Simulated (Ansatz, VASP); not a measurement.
**Two plane-wave programs on Se**

```
CELL_PARAMETERS angstrom
2.90428 0.00000 0.00000
0.00000 2.90428 0.00000
0.00000 0.00000 2.90428
ATOMIC_POSITIONS crystal
Se 0.00000 0.00000 0.00000
```

Alike in both runs: task single point; functional PBE; k mesh 18 × 18 × 18; occupations fermi-dirac, width 0.1 eV; no spin polarisation.

|  | VASP | Ansatz |
| --- | --- | --- |
| version | VASP 6.6.1 | Ansatz 0.2.0 |
| potentials or method | VASP PAW PBE potentials, release 64 (Se), cutoff 520 eV | plane waves (420 eV) with PAW, scalar-relativistic |
| valence electrons in the cell | 6 | 16 |

|  | VASP | Ansatz | Ansatz less VASP |
| --- | --- | --- | --- |
| pressure (GPa) | -4.4 | -4.4 | -0.01 |

VASP's potentials hold 6 valence electrons a cell and Ansatz's 16, so a difference there can come from the potentials and not from the codes.
